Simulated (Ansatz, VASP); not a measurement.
Two plane-wave programs on BeTe

The input POSCAR:

```
BeTe
1.0
    0.0000000000      2.8841009165      2.8841009165
    2.8841009165      0.0000000000      2.8841009165
    2.8841009165      2.8841009165      0.0000000000
Be Te
1 1
Direct
    0.0000000000      0.0000000000      0.0000000000
    0.2500000000      0.2500000000      0.2500000000
```

File INCAR.step1:

```
ALGO = Normal ; EDIFF = 1E-4
ENCUT = 520 ; GGA = PE
ISMEAR = 0 ; LASPH = T
LCHARG = F ; LREAL = F
LWAVE = T ; NBANDS = 11
NELM = 60 ; PREC = Accurate
SIGMA = 0.01
```

Contents of INCAR.step2:

```
ALGO = Normal ; EDIFF = 1E-6
ENCUT = 520 ; ISIF = 2
ISMEAR = 0 ; ISTART = 1
LASPH = T ; LCHARG = F
LMIXTAU = T ; LREAL = F
LWAVE = F ; METAGGA = R2SCAN
NBANDS = 11 ; NELM = 60
PREC = Accurate ; SIGMA = 0.01
```

The input KPOINTS:

```
k-points
0
Gamma
  6 6 6
```

Input for Ansatz:

```yaml
crystal:
  lattice:
    - [0.0, 2.8841009165, 2.8841009165]
    - [2.8841009165, 0.0, 2.8841009165]
    - [2.8841009165, 2.8841009165, 0.0]
  atoms:
    - { symbol: Be, position: [0.0, 0.0, 0.0] }
    - { symbol: Te, position: [0.25, 0.25, 0.25] }
kpoints:
  mp_grid: { grid: [6, 6, 6] }
hamiltonian:
  xc: r2scan
scf:
  occupations: { method: fixed }
  n_extra_bands: 4
output:
  forces: true
  stress: true
  eigenvalues: true
```

Alike in both runs: task single point; functional r2SCAN; k mesh 6 × 6 × 6; no spin polarisation.

|  | VASP | Ansatz |
| --- | --- | --- |
| version | VASP 6.6.1 | Ansatz 0.2.0 |
| potentials or method | VASP PAW PBE potentials, release 64 (Be, Te) | plane waves, PAW |
| plane-wave cutoff (eV) | 520 | 500 |
| occupations | gaussian, width 0.01 eV | fixed |
| valence electrons in the cell | 8 | 18 |

|  | VASP | Ansatz | Ansatz less VASP |
| --- | --- | --- | --- |
| gap on the k mesh at the Fermi level (eV) | 2.50 | 2.51 | +0.004 |
| pressure (GPa) | -2.9 | -3.1 | -0.10 |

VASP's potentials were made for PBE, not for r2SCAN. VASP's potentials hold 8 valence electrons a cell and Ansatz's 18, so a difference there can come from the potentials and not from the codes.

Spin-orbit coupling is off throughout.
